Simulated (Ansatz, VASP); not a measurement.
## Two plane-wave programs on InSb3

The input INCAR:

```
PREC = Accurate ; ENCUT = 520
EDIFF = 1E-7 ; ISMEAR = 0
SIGMA = 0.15 ; LREAL = False
LASPH = True ; NELM = 80
ALGO = Normal ; ISIF = 2
LWAVE = False ; LCHARG = True
GGA = PE ; LELF = True
LVHAR = True ; NBANDS = 22
```

Contents of KPOINTS:

```
Automatic mesh
0
Gamma
  10 10 10
```

POSCAR

```
InSb3
1.0
    5.1149469139      0.0000000000      0.0000000000
    0.0000000000      5.1149469139      0.0000000000
    0.0000000000      0.0000000000      4.2638197475
In Sb
1 3
Direct
    0.0000000000      0.0000000000      0.0000000000
    0.5000000000      0.0000000000      0.5000000000
    0.0000000000      0.5000000000      0.5000000000
    0.5000000000      0.5000000000      0.0000000000
```

Input for Ansatz:

```yaml
crystal:
  lattice:
    - [5.1149469139, 0.0, 0.0]
    - [0.0, 5.1149469139, 0.0]
    - [0.0, 0.0, 4.2638197475]
  atoms:
    - { symbol: In, position: [0.0, 0.0, 0.0] }
    - { symbol: Sb, position: [0.5, 0.0, 0.5] }
    - { symbol: Sb, position: [0.0, 0.5, 0.5] }
    - { symbol: Sb, position: [0.5, 0.5, 0.0] }
basis:
  ecutwfc: 420
kpoints:
  mp_grid: { grid: [10, 10, 10] }
hamiltonian:
  xc: pbe
  pseudopotentials: { kind: paw, azcp: { folder: soft_1 } }
scf:
  occupations: { method: gaussian, width: 0.15 }
output:
  forces: true
  stress: true
  eigenvalues: true
```

Alike in both runs: task single point; functional PBE; k mesh 10 × 10 × 10; occupations gaussian, width 0.15 eV; no spin polarisation.

|  | VASP | Ansatz |
| --- | --- | --- |
| version | VASP 6.6.1 | Ansatz 0.2.0 |
| potentials or method | VASP PAW PBE potentials, release 64 (In_d, Sb), cutoff 520 eV | scalar-relativistic, plane waves, PAW |
| valence electrons in the cell | 28 | 58 |

```tsv
	VASP	Ansatz	Ansatz less VASP
gap on the k mesh at the Fermi level (eV)	none	none	-
pressure (GPa)	-0.4	-0.3	+0.09
traceless stress, the component that is largest in VASP (GPa)	-0.77	-0.77	+0.001
```

A gap of «none» marks a metal or a gap that the smearing closes. VASP's potentials hold 28 valence electrons a cell and Ansatz's 58, so a difference there can come from the potentials and not from the codes.

Neither program's run includes spin-orbit coupling.
